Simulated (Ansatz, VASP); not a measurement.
# Mg8HO8 in VASP and in Ansatz

```
Mg O H
1.0
     0.00000    4.24830    4.24830
     4.24830    0.00000    4.24830
     4.24830    4.24830    0.00000
Mg O H
8 8 1
Direct
  0.00000 0.00000 0.00000
  0.00000 0.00000 0.50000
  0.00000 0.50000 0.00000
  0.00000 0.50000 0.50000
  0.50000 0.00000 0.00000
  0.50000 0.00000 0.50000
  0.50000 0.50000 0.00000
  0.50000 0.50000 0.50000
  0.25000 0.25000 0.25000
  0.25000 0.25000 0.75000
  0.25000 0.75000 0.25000
  0.25000 0.75000 0.75000
  0.75000 0.25000 0.25000
  0.75000 0.25000 0.75000
  0.75000 0.75000 0.25000
  0.75000 0.75000 0.75000
  0.36672 0.37486 0.87419
```

Alike in both runs: task relaxation of the atoms; functional PBE; k mesh 2 × 2 × 2; occupations fermi-dirac, width 0.05 eV; collinear spin.

```csv
,VASP,Ansatz
version,VASP 6.6.1,Ansatz 0.2.0
potentials or method,"VASP PAW PBE potentials, release 64 (Mg, O, H), cutoff 520 eV","scalar-relativistic, plane waves, PAW"
valence electrons in the cell,65,129
```

```tsv
	VASP	Ansatz	Ansatz less VASP
net moment per atom (μB)	0.04	0.04	0.000
size of the moment on the site where the two differ most (μB)	0.21	0.31	+0.100
```

Site moments also hang on the region over which each program counts them. VASP's potentials hold 65 valence electrons a cell and Ansatz's 129, so a difference there can come from the potentials and not from the codes.

The k mesh is coarse, so the values compare programs but aren't converged.
